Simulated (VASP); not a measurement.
# Si8Ge13 in VASP: notebook, part 2 of 2

VASP 6.6.1. Earlier steps stand in the parts before.

## 4. Single point, PBE

The input, INCAR:

```
PREC = Accurate
ENCUT = 520
EDIFF = 1E-6
ISMEAR = -1
SIGMA = 0.2585
LREAL = Auto
LASPH = T
NELM = 60
ALGO = Normal
ISIF = 2
LWAVE = F
LCHARG = F
GGA = PE
ISYM = 0
NBANDS = 123
```

The input, KPOINTS:

```
Automatic mesh
0
Gamma
  1 1 1
  0.25 0.25 0.25
```

The input, POSCAR:

```
Si8Ge13
1.0
    7.5601650000      0.1896520000     -0.0661850000
    0.1896520000      7.8161600000      0.1196190000
   -0.0661850000      0.1196190000      8.0627960000
Ge Si
13 8
Direct
    0.4323175650      0.5800659825      0.6579103608
    0.5719950883      0.5938608304      0.0264733792
    0.1847522031      0.0912484001      0.5790825890
    0.2535981564      0.7383685845      1.1173526507
    0.2641025302      0.3058387199      0.3130109585
    0.2022353017      0.7478295991      0.4657192511
    0.9033659919      0.6365141561      1.1088484803
    0.0059466883      0.9623857345      0.2146758968
    0.8548136916      0.7846208265     -0.1915167784
    0.1696525529      0.2112325240      0.0302782101
   -0.2377595283      0.6220379158      0.5774642360
    0.3180974188      0.9792230235      0.8730917412
    0.4181216207      1.3174176335      0.8444259534
    0.0179883503      0.4261930609      0.8453616799
   -0.1237488133      0.1407857576      0.6902599338
    0.5812839153      0.2371179421      0.4222286493
    0.0387338208      0.3723128831      0.4931322711
    0.8116148878      0.3300940556      0.2708236957
    0.6911762170      0.1918401752      0.9673508753
    0.7768822328      0.9400377217      0.4034433686
    0.4857469939      0.6053346325      0.3780818269
```

Potentials or basis: VASP PAW PBE potentials, release 64 (Ge_d, Si).

Started as:

```console
cat potpaw_PBE.64/Ge_d/POTCAR potpaw_PBE.64/Si/POTCAR > POTCAR
mpirun -np 1 vasp_std > vasp.out
```

OUTCAR:

```text
PREC = Accurate
   ENCUT = 520
   EDIFF = 1E-6
   ISMEAR = -1
   LREAL = Auto
   LASPH = T
   NELM = 60
   ISIF = 2
   GGA = PE
   ISYM = 0

 ion  position               nearest neighbor table
   1  0.432  0.580  0.658-  21 2.30  13 2.52   6 2.59  11 2.62
   2  0.572  0.594  0.026-   7 2.62   4 2.73  21 2.92
   3  0.185  0.091  0.579-  17 2.48  15 2.53  12 2.67   5 2.78   6 2.86
   4  0.254  0.738  0.117-   8 2.65   2 2.73  12 2.75   7 2.80   6 2.84  21 2.86
   5  0.264  0.306  0.313-  17 2.31  10 2.52  16 2.57   3 2.78  21 3.00
   6  0.202  0.748  0.466-  21 2.49   1 2.59   4 2.84   3 2.86
   7  0.903  0.637  0.109-   2 2.62   9 2.67   4 2.80  18 2.82  14 2.85   8 2.85
   8  0.006  0.962  0.215-  20 2.33   4 2.65  10 2.77   7 2.85
   9  0.855  0.785  0.808-  11 2.40   7 2.67  15 2.93  14 3.01
  10  0.170  0.211  0.030-  14 2.44  12 2.48   5 2.52  13 2.58   8 2.77
  11  0.762  0.622  0.577-   9 2.40   1 2.62  21 2.63  20 2.83  17 2.89
  12  0.318  0.979  0.873-  10 2.48   3 2.67   4 2.75  13 2.79
  13  0.418  0.317  0.844-  19 2.43   1 2.52  10 2.58  12 2.79
  14  0.018  0.426  0.845-  10 2.44  15 2.84   7 2.85  17 2.89   9 3.01
  15  0.876  0.141  0.690-   3 2.53  19 2.69  17 2.73  14 2.84   9 2.93  20 2.94  16 3.13
  16  0.581  0.237  0.422-  18 2.28   5 2.57  20 2.70  21 2.94  15 3.13
  17  0.039  0.372  0.493-   5 2.31   3 2.48  18 2.50  15 2.73  14 2.89  11 2.89
  18  0.812  0.330  0.271-  16 2.28  17 2.50   7 2.82  19 2.86
  19  0.691  0.192  0.967-  13 2.43  15 2.69  18 2.86
  20  0.777  0.940  0.403-   8 2.33  16 2.70  11 2.83  15 2.94
  21  0.486  0.605  0.378-   1 2.30   6 2.49  11 2.63   4 2.86   2 2.92  16 2.94   5 3.00

IMPORTANT INFORMATION: All symmetrisations will be switched off!
NOSYMM: (Re-)initialisation of all symmetry stuff for point group C_1.

----------------------------------------------------------------------------------------

                                     Primitive cell

  volume of cell :     476.0070

  direct lattice vectors                    reciprocal lattice vectors
     7.560165000  0.189652000 -0.066185000     0.132363179 -0.003229033  0.001134434
     0.189652000  7.816160000  0.119619000    -0.003229033  0.128047891 -0.001926214
    -0.066185000  0.119619000  8.062796000     0.001134434 -0.001926214  0.124064344

  length of vectors
     7.562833012  7.819375533  8.063954892     0.132407420  0.128103081  0.124084482

  position of ions in fractional coordinates (direct lattice)
     0.432317565  0.580065983  0.657910361
     0.571995088  0.593860830  0.026473379
     0.184752203  0.091248400  0.579082589
     0.253598156  0.738368585  0.117352651
     0.264102530  0.305838720  0.313010959
     0.202235302  0.747829599  0.465719251
[... 13 lines left out ...]
     0.776882233  0.940037722  0.403443369
     0.485746994  0.605334633  0.378081827

  ion indices of the primitive-cell ions
   primitive index   ion index
                 1           1
                 2           2
                 3           3
                 4           4
                 5           5
                 6           6
[... 13 lines left out ...]
                20          20
                21          21

----------------------------------------------------------------------------------------

 KPOINTS: Automatic mesh

Automatic generation of k-mesh.
 Grid dimensions read from file:
 generate k-points for:    1    1    1

 Generating k-lattice:

  Cartesian coordinates                     Fractional coordinates (reciprocal lattice)
     0.132363179 -0.003229033  0.001134434     1.000000000 -0.000000000  0.000000000
    -0.003229033  0.128047891 -0.001926214     0.000000000  1.000000000  0.000000000
     0.001134434 -0.001926214  0.124064344     0.000000000  0.000000000  1.000000000

  Length of vectors
     0.132407420  0.128103081  0.124084482

  Shift w.r.t. Gamma in fractional coordinates (k-lattice)
     0.250000000  0.250000000  0.250000000

 Subroutine IBZKPT returns following result:
 ===========================================

 Found      1 irreducible k-points:

 Following reciprocal coordinates:
            Coordinates               Weight
  0.250000  0.250000  0.250000      2.000000
   k-points           NKPTS =      1   k-points in BZ     NKDIM =      1   number of bands    NBANDS=    123
   number of dos      NEDOS =    301   number of ions     NIONS =     21
   total plane-waves  NPLWV = 201600
   dimension x,y,z NGX =    56 NGY =   60 NGZ =   60
   dimension x,y,z NGXF=   112 NGYF=  120 NGZF=  120
   ions per type =              13   8
   NGX,Y,Z   is equivalent  to a cutoff of  12.31, 12.76, 12.37 a.u.
   NGXF,Y,Z  is equivalent  to a cutoff of  24.62, 25.51, 24.74 a.u.
 SYSTEM =  unknown system
   PREC   = accura    normal or accurate (medium, high low for compatibility)
   ISTART =      0    job   : 0-new  1-cont  2-samecut
   ICHARG =      2    charge: 1-file 2-atom 10-const
   ISPIN  =      1    spin polarized calculation?
   LNONCOLLINEAR =      F non collinear calculations
   LSORBIT =      F    spin-orbit coupling
   LASPH  =      T    aspherical Exc in radial PAW
   ENCUT  =  520.0 eV  38.22 Ry    6.18 a.u.  14.06 14.54 14.99*2*pi/ulx,y,z
   NELM   =     60;   NELMIN=  2; NELMDL= -5     # of ELM steps
   EDIFF  = 0.1E-05   stopping-criterion for ELM
   LREAL  =      T    real-space projection
   EDIFFG = 0.1E-04   stopping-criterion for IOM
   NSW    =      0    number of steps for IOM
   IBRION =     -1    ionic relax: 0-MD 1-quasi-New 2-CG
   NFREE  =      0    steps in history (QN), initial steepest desc. (CG)
   ISIF   =      2    stress and relaxation
   ISYM   =      0    0-nonsym 1-usesym 2-fastsym
   POTIM  = 0.5000    time-step for ionic-motion
   TEBEG  =    0.0;   TEEND  =   0.0 temperature during run
   PSTRESS=    0.0 pullay stress
   NELECT =     214.0000    total number of electrons
   NUPDOWN=      -1.0000    fix difference up-down
   EMIN   =  10.00;   EMAX   =-10.00  energy-range for DOS
   EFERMI =   0.00;   METHOD = LEGACY
   ISMEAR =    -1;   SIGMA  =   0.26  broadening in eV -4-tet -1-fermi 0-gaus
   EFERMI_NEDOS =   21; number of points for ismear=-14 and -15
   IALGO  =     38    algorithm
   IMIX   =      4    mixing-type and parameters
     AMIX     =   0.40;   BMIX     =  1.00
     AMIX_MAG =   1.60;   BMIX_MAG =  1.00
  volume/ion in A,a.u.               =      22.67       152.96
  Fermi-wavevector in a.u.,A,eV,Ry     =   1.254127  2.369957 21.399726  1.572836
  Thomas-Fermi vector in A             =   2.387947
   LORBIT       =      0    0 simple, 1 ext, 2 COOP (PROOUT), +10 PAW based schemes
   GGA     = PE    functional components
   LHFCALC =     F    Hartree Fock is set to
   AEXX    =    0.0000 exact exchange contribution
   IVDW    =     0    specifies the selected vdW correction
   LEPSILON=     F    determine dielectric tensor
   LRPA    =     F    only Hartree local field effects (RPA)
 non-spin polarized calculation
  energy-cutoff  :      520.00
  volume of cell :      476.01
 maximum number of plane-waves:     12828
 NGX is ok and might be reduce to    56
   NGX = 29   NGY = 29   NGZ = 29

 number of electron     213.9999981 magnetization

 Free energy of the ion-electron system (eV)
  ---------------------------------------------------
  ext. energy  EPLUGINS =         0.00000000
  ---------------------------------------------------
  free energy    TOTEN  =       -90.11333800 eV

  energy without entropy =      -87.72778357  energy(sigma->0) =      -88.92056078

 E-fermi :   4.9161     XC(G=0):  -9.7606

 val. band max:        4.8487559708   @ k =   0.2500   0.2500   0.2500
 cond. band min:       5.0234376225   @ k =   0.2500   0.2500   0.2500
 fundamental gap:      0.1746816517
 Fermi energy:         4.9160718982

 k-point     1 :       0.2500    0.2500    0.2500
  band No.  band energies     occupation
      1     -20.0242      2.00000
      2     -20.0187      2.00000
      3     -20.0002      2.00000
      4     -19.9908      2.00000
      5     -19.9708      2.00000
      6     -19.9238      2.00000
[... 111 lines left out ...]
    118       6.7071      0.00196
    119       6.9805      0.00068
 [bands above 119 left out]

------------------------ aborting loop because EDIFF is reached ----------------------------------------

  FORCE on cell =-STRESS in cart. coord.  units (eV):
  Direction    XX          YY          ZZ          XY          YZ          ZX
  --------------------------------------------------------------------------------------
  -------------------------------------------------------------------------------------
  Total        2.8477696    -11.6582467     -1.5071666      3.8271680     -1.1379967      1.1863360
  in kB        9.5852209    -39.2401374     -5.0729263     12.8817483     -3.8303484      3.9930521
  external PRESSURE =     -11.5759476 kB  Pullay stress =       0.0000000 kB

 VOLUME and BASIS-vectors are now :
 -----------------------------------------------------------------------------
  energy-cutoff  :      520.00
  volume of cell :      476.01
      direct lattice vectors                 reciprocal lattice vectors
     7.560165000  0.189652000 -0.066185000     0.132363179 -0.003229033  0.001134434
     0.189652000  7.816160000  0.119619000    -0.003229033  0.128047891 -0.001926214
    -0.066185000  0.119619000  8.062796000     0.001134434 -0.001926214  0.124064344

 POSITION                                       TOTAL-FORCE (eV/Angst)
 -----------------------------------------------------------------------------------
      3.33486      4.69458      5.34537        -0.379059      0.153857      1.791543
      4.43525      4.75336      0.24663        -0.345198     -0.289333      0.060758
      1.37574      0.81752      4.66771         0.097640     -1.139456      0.014076
      2.04951      5.83334      1.01773        -0.300226     -0.555046     -0.371466
      2.03394      2.47801      2.54285         1.460066     -0.098139     -0.546737
      1.63994      5.93922      3.83107        -0.733350      0.231700      0.400351
[... 13 lines left out ...]
      6.02494      7.54308      3.31391        -1.473777     -0.138818      1.112590
      3.76211      4.86874      3.08866         1.168019     -0.017575     -1.846551
 -----------------------------------------------------------------------------------
    total drift:                                0.001669      0.005753      0.003150

  FREE ENERGIE OF THE ION-ELECTRON SYSTEM (eV)
  ---------------------------------------------------
  free  energy   TOTEN  =       -90.1133379954 eV

  energy  without entropy=      -87.7277835697  energy(sigma->0) =      -88.92056078
```

Run time: 4.2 min. Hardware: 1 thread of Intel Xeon 8259CL, shared host; peak memory 0.45 GiB.

Results:

```yaml
Free_energy: -90.1133 eV
Pressure: -1.2 GPa
Largest_force: 2.185 eV/Å
```

Forces on the atoms (eV/Å):
```
Ge  -0.379  0.154  1.792
Ge  -0.345 -0.289  0.061
Ge   0.098 -1.139  0.014
Ge  -0.300 -0.555 -0.371
Ge   1.460 -0.098 -0.547
Ge  -0.733  0.232  0.400
Ge   0.680 -0.082  0.178
Ge   0.246  0.377 -0.561
Ge   0.281  0.815  0.993
Ge  -0.294  0.379  0.617
Ge   0.162 -0.133 -1.619
Ge   0.551 -0.431 -0.342
Ge   0.172  0.319 -0.266
Si  -0.595 -0.034 -0.317
Si  -0.533 -0.022  0.065
Si  -0.054 -0.884  0.714
Si  -1.460  1.086  0.951
Si   0.283  0.391 -0.968
Si   1.066  0.072 -0.059
Si  -1.474 -0.139  1.113
Si   1.168 -0.018 -1.847
```

Stress tensor (GPa, compression positive):
```
 0.96  1.29  0.40
 1.29 -3.92 -0.38
 0.40 -0.38 -0.51
```

Caveat: the k points lie up to 0.83 Å⁻¹ apart, too coarse for converged energies, forces and pressures; the atoms stand as in a frame of molecular dynamics; so wide a smearing shifts energies and pressures.

## 5. Single point, PBE

The input, INCAR:

```
PREC = Accurate
ENCUT = 520
EDIFF = 1E-7
ISMEAR = -1
SIGMA = 0.1861
LREAL = Auto
LASPH = True
NELM = 60
ALGO = Normal
ISIF = 2
LWAVE = False
LCHARG = False
GGA = PE
NBANDS = 123
ISYM = 0
```

KPOINTS is that of step 4.

The input, POSCAR:

```
Si8Ge13
1.0
    7.5601650000      0.1896520000     -0.0661850000
    0.1896520000      7.8161600000      0.1196190000
   -0.0661850000      0.1196190000      8.0627960000
Ge Si
13 8
Direct
    0.3674820380      0.6656727801      0.6903530347
    0.5225457831      0.6529405412      0.0315452106
    0.1907374669      0.1064097663      0.5652571799
    0.1797470718      0.7106240005      0.0784132983
    0.3784215326      0.3507558184      0.2646486118
    0.2501283620      0.8271869152      0.4229710728
    0.8958251669      0.5949131423      0.1717842388
   -0.0746998887      1.0076662475      0.2378248140
    0.9035980498      0.7814975655      0.8410353778
    0.1927181535      0.1728918175      0.0677694071
    0.7189195936      0.6156558603      0.5937163181
    0.3474852601      0.9433011400      0.8562944632
    0.4802241922      0.2538586324      0.8118595984
   -0.0477137102      0.4738430213      0.7888306289
    0.8694557163      0.0138408911      0.6955447332
    0.5878307804      0.1335602871      0.5435018116
    0.0437376227      0.2935383194      0.3905533532
    0.7023177783      0.2543112373      0.2959873282
    0.8055151726      0.2720762165      0.9556608572
    0.6776089023      0.9149983788      0.3689412896
    0.6489777518      0.6126500393      0.2946466719
```

Started as:

```console
cat potpaw_PBE.64/Ge_d/POTCAR potpaw_PBE.64/Si/POTCAR > POTCAR
mpirun -np 1 vasp_std > vasp.out
```

It took 4.6 min on 1 thread of Intel Xeon 8259CL, shared host; peak memory 0.46 GiB.

The run converged. Its results:

| Property | Result |
| --- | --- |
| Free energy | -88.8809 eV |
| Pressure | 0.0 GPa |
| Largest force | 3.989 eV/Å |

Forces in eV/Å, atoms in the order of the input:
```
Ge   0.450 -1.068 -0.244
Ge  -0.300  0.096 -1.405
Ge   0.474 -1.263  1.546
Ge   0.117  0.395  0.230
Ge  -0.485  0.242  0.106
Ge   0.261 -0.338 -0.530
Ge   3.203 -1.017 -2.053
Ge   2.004  0.168 -1.143
Ge   0.040 -2.629  2.196
Ge  -0.439  0.240  0.049
Ge  -0.928  0.215  0.752
Ge   0.085  0.957  0.365
Ge   0.180  0.299 -0.035
Si   0.891  0.287 -0.402
Si  -0.280  2.849 -1.724
Si  -0.227  0.202  0.787
Si  -0.700  1.314 -2.067
Si   0.126  0.739 -0.359
Si  -0.354 -0.784  0.342
Si  -1.121 -1.029  0.959
Si  -2.997  0.124  2.630
```

Stress tensor (GPa, compression positive):
```
 0.86  1.06 -0.49
 1.06 -1.39 -1.06
-0.49 -1.06  0.59
```

Levels at points of the mesh, in eV from the Fermi level:
```tsv
k point	band 105	band 106	band 107	band 108	band 109	band 110
(0.25, 0.25, 0.25)	-0.47	-0.22	-0.14	0.18	0.20	0.46
```

Caveat: the k points lie up to 0.83 Å⁻¹ apart, too coarse for converged energies, forces and pressures; the atoms stand as in a frame of molecular dynamics.

## 6. Single point, PBE

The input, INCAR:

```
ALGO = Normal
EDIFF = 1E-6
ENCUT = 520
GGA = PE
ISIF = 2
ISMEAR = -1
ISYM = 0
LASPH = True
LCHARG = True
LELF = True
LREAL = Auto
LVHAR = True
LWAVE = False
NBANDS = 123
NELM = 80
PREC = Accurate
SIGMA = 0.1861
```

KPOINTS is that of step 5.

The input, POSCAR:

```
Si8Ge13
1.0
    7.5601650000      0.1896520000     -0.0661850000
    0.1896520000      7.8161600000      0.1196190000
   -0.0661850000      0.1196190000      8.0627960000
Ge Si
13 8
Direct
    0.2943095090      0.6389340161      0.6730462022
    0.4950778073      0.6782402418     -0.0178963594
    0.1665886881      0.1102304277      0.5196704740
    0.1758834496      0.7318479315      0.0412377950
    0.3717417109      0.4213067667      0.2681626115
    0.2979092648      0.8241387705      0.3659403598
    0.8644386291      0.5269904620      0.1816493681
   -0.1054103328      1.0041629014      0.1645840295
    0.8651969117      0.7723189673      0.9020812427
    0.1830213770      0.1517350639      0.0232328678
    0.6473592154      0.6441273915      0.6833803801
    0.3790799286      0.9837198982      0.8768641566
    0.5204383640      0.2474887686      0.8552488311
   -0.0160415675      0.5035597664      0.7062056355
    0.9177871679     -0.1255268970      0.5295157096
    0.5663813252      0.1085525624      0.5555258993
    0.1050770867      0.3163127500      0.3066474102
    0.6917893161      0.2614970983      0.3006847816
    0.7967333993      0.3326666286      0.9744632694
    0.6126575828      0.8170743006      0.4478535897
    0.6753827583      0.5374240183      0.3820145126
```

Potentials or basis: VASP PAW PBE potentials, release 64 (Ge_d, Si).

Started as:

```console
cat potpaw_PBE.64/Ge_d/POTCAR potpaw_PBE.64/Si/POTCAR > POTCAR
mpirun -np 1 vasp_std > vasp.out
```

Wall time 4.1 min (1 thread of Intel Xeon 8259CL, shared host); peak memory 0.46 GiB.

Results (log left out):

- Free energy: -88.5176 eV
- Pressure: 0.1 GPa
- Largest force: 3.293 eV/Å

Forces in eV/Å, atoms in the order of the input:
```
Ge  -0.339 -0.182 -0.072
Ge   0.691 -0.246  0.116
Ge   0.361 -0.943  0.740
Ge  -0.734 -0.095  0.456
Ge   2.266  1.054 -0.429
Ge  -0.910  0.099 -0.012
Ge   2.537  0.887 -1.903
Ge  -0.162 -0.266  0.219
Ge   0.538  0.606 -0.335
Ge  -1.729  1.585  1.703
Ge   0.182 -1.275  0.809
Ge   0.622 -2.096 -1.016
Ge   0.450  1.312 -0.808
Si  -0.184  0.269  0.353
Si   0.305  0.181  0.174
Si  -0.205  0.714 -0.327
Si  -2.327 -0.531 -0.629
Si  -0.527 -1.976  0.165
Si   0.679 -1.343 -0.464
Si   0.117  2.281 -0.691
Si  -1.633 -0.035  1.953
```

Stress tensor (GPa, compression positive):
```
 0.51  2.14 -0.84
 2.14  0.00  1.24
-0.84  1.24 -0.35
```

Levels at points of the mesh, in eV from the Fermi level:
| k point | band 105 | band 106 | band 107 | band 108 | band 109 | band 110 |
| --- | --- | --- | --- | --- | --- | --- |
| (0.25, 0.25, 0.25) | -0.39 | -0.34 | -0.12 | 0.09 | 0.25 | 0.54 |

Caveat: the k points lie up to 0.83 Å⁻¹ apart, too coarse for converged energies, forces and pressures; the atoms stand as in a frame of molecular dynamics.

## 7. Summary

| cell | smearing | pressure (GPa) | largest force (eV/Å) |
| --- | --- | --- | --- |
| as given, atomic positions A | fermi-dirac 0.2585 eV | -0.9 | 3.15 |
| as given, atomic positions B | fermi-dirac 0.2585 eV | 0.3 | 3.10 |
| as given, atomic positions C | fermi-dirac 0.2585 eV | -1.2 | 2.19 |
| as given, atomic positions D | fermi-dirac 0.1861 eV | 0.0 | 3.99 |
| as given, atomic positions E | fermi-dirac 0.1861 eV | 0.1 | 3.29 |

Alike in all rows: task single point; level PBE; potentials or basis VASP PAW PBE potentials, release 64 (Ge_d, Si); no spin polarisation; k mesh 1 × 1 × 1, shifted; cutoff (eV) 520.

Caveats: all runs use coarse meshes; the atoms stand as in a frame of molecular dynamics; so wide a smearing shifts energies and pressures (at least some runs).

Absolute energies hang on the potentials; compare differences alone.
